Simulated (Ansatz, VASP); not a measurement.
Two plane-wave programs on RuSe

```
Ru Se
1.0
     3.18769    0.00000    0.00000
     0.00000    3.18769    0.00000
     0.00000    0.00000    3.18769
Ru Se
1 1
Direct
  0.00000 0.00000 0.00000
  0.50000 0.50000 0.50000
```

Alike in both runs: task single point; functional PBEsol; k mesh 6 × 6 × 6; occupations gaussian, width 0.05 eV; no spin polarisation; Hubbard terms Ru d U = 7 eV.

|  | VASP | Ansatz |
| --- | --- | --- |
| version | VASP 6.6.1 | Ansatz 0.2.0 |
| potentials or method | VASP PAW PBE potentials, release 64 (Ru_pv, Se) | Ansatz PAW |
| plane-wave cutoff (eV) | 520 | 420 |
| valence electrons in the cell | 20 | 32 |

```tsv
	VASP	Ansatz	Ansatz less VASP
gap on the k mesh at the Fermi level (eV)	none	none	-
pressure (GPa)	-15.9	-18.2	-2.25
```

VASP's potentials were made for PBE, not for PBEsol. The programs project onto different local orbitals, so the same U acts differently, and such runs can settle in different states. A gap of «none» marks a metal or a gap that the smearing closes. VASP's potentials hold 20 valence electrons a cell and Ansatz's 32, so a difference there can come from the potentials and not from the codes.
